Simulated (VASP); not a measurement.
Set up this calculation in VASP 6.6.1, as the native input.

* Task: single point
* Functional: LDA
* Potentials or basis: VASP PAW LDA potentials, release 64 (Mg_sv, O)
* Cutoff: 750 eV
* k mesh: 8 × 8 × 8
* Occupations: gaussian, width 0.1 eV
* Spin: no spin polarisation
* Dipole correction: no
* Mended: yes
* Further INCAR settings: ALGO = Normal; EDIFF = 1e-06; NBANDS = 15

The structure of MgO lies in POSCAR:

```
MgO
1.0
    0.0000000000      2.1245000000      2.1245000000
    2.1245000000      0.0000000000      2.1245000000
    2.1245000000      2.1245000000      0.0000000000
Mg O
1 1
Direct
    0.0000000000      0.0000000000      0.0000000000
    0.5000000000      0.5000000000      0.5000000000
```

One way to write it, as run:

INCAR

```
  ALGO = Normal
  EDIFF = 1E-6
  ENCUT = 750
  GGA = CA
  GGA_COMPAT = F
  ISIF = 2
  ISMEAR = 0
  LASPH = T
  LCHARG = T
  LELF = T
  LREAL = F
  LVHAR = T
  LWAVE = F
  NBANDS = 15
  NELM = 120
  PREC = Accurate
  SIGMA = 0.1
```

KPOINTS

```
k-points
0
Gamma
  8 8 8
```

Potentials or basis: VASP PAW LDA potentials, release 64 (Mg_sv, O).

Command:

```bash
$ cat potpaw_LDA.64/Mg_sv/POTCAR potpaw_LDA.64/O/POTCAR > POTCAR
$ mpirun -np 1 vasp_std > vasp.out
```

It gave:

```yaml
Pressure: -9.8 GPa
Band_gap_on_the_k_mesh: 4.42 eV
```

Caveat: the cell stands under tension.

Run time: 10 s on 1 thread of Intel(R) Xeon(R) Platinum 8488C (Sapphire Rapids) (shared host), peak memory 0.13 GiB.
